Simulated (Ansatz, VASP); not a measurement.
**Al3BAs2: VASP beside Ansatz**

```
Al B As
1.0
     3.87255    0.00000    0.00000
     0.00000    3.87255    0.00000
     0.00000    0.00000    9.51103
Al B As
3 1 2
Direct
  0.00000 0.50000 0.59275
  0.50000 0.00000 0.40725
  0.50000 0.50000 0.00000
  0.00000 0.00000 0.50000
  0.50000 0.50000 0.75597
  0.50000 0.50000 0.24403
```

Alike in both runs: functional PBE; k mesh 10 × 10 × 4; occupations gaussian, width 0.1 eV; no spin polarisation.

Ansatz relaxed the structure, and its values are those at the end. VASP's run is a single point on that final structure, the one shown.

```csv
,VASP,Ansatz
version,VASP 6.6.1,Ansatz 0.2.0
potentials or method,"VASP PAW PBE potentials, release 64 (Al, B, As), cutoff 520 eV","scalar-relativistic, plane waves, PAW"
valence electrons in the cell,22,42
```

|  | VASP | Ansatz | Ansatz less VASP |
| --- | --- | --- | --- |
| gap on the k mesh at the Fermi level (eV) | none | none | - |
| pressure (GPa) | 0.1 | 0.0 | -0.06 |
| rms of the force components (eV/Å) | 0.008 | 0.002 | -0.0057 |

A gap of «none» marks a metal or a gap that the smearing closes. VASP's potentials hold 22 valence electrons a cell and Ansatz's 42, so a difference there can come from the potentials and not from the codes.
